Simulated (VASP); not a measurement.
Input of a VASP 6.6.1 run:

The input INCAR:

```
PREC = Accurate ; ENCUT = 520
EDIFF = 1E-6 ; ISMEAR = -1
SIGMA = 0.08 ; LREAL = False
LASPH = True ; NELM = 100
ALGO = Normal ; ISIF = 2
LWAVE = False ; LCHARG = False
GGA = PS ; NBANDS = 16
```

KPOINTS

```
Automatic mesh
0
Gamma
  15 15 8
```

The input POSCAR:

```
SiC
1.0
    3.0759982064     -0.0307599821     -0.0307599821
   -1.5646380291      2.6792725798     -0.0112589349
   -0.0504800000     -0.0504800000      5.0480000000
Si C
2 2
Direct
    0.3333333333      0.6666666667      0.0000000000
    0.6666666667      0.3333333333      0.5000000000
    0.3333333333      0.6666666667      0.3850000000
    0.6666666667      0.3333333333      0.8850000000
```

Potentials or basis: VASP PAW PBE potentials, release 64 (Si, C).

The run is started by

```bash
$ cat potpaw_PBE.64/Si/POTCAR potpaw_PBE.64/C/POTCAR > POTCAR
$ mpirun -np 1 vasp_std > vasp.out
```

Q: What does it give for the largest force?

A: 0.869 eV/Å.

Q: Predict the pressure.

A: 0.8 GPa.

Q: Estimate the band gap on the k mesh.

A: 2.13 eV, indirect (least direct gap 3.87 eV).

Forces on the atoms (eV/Å):
```
Si   0.338  0.143  0.768
Si  -0.067  0.126  0.752
C    0.107 -0.126 -0.750
C   -0.378 -0.143 -0.769
```

Caveat: the cell differs from its parent crystal (equal xy, yz and zx shear strains of -2 %); the PAW data sets were made with another functional, which shifts forces and pressure a little. A k mesh can miss the band edges.
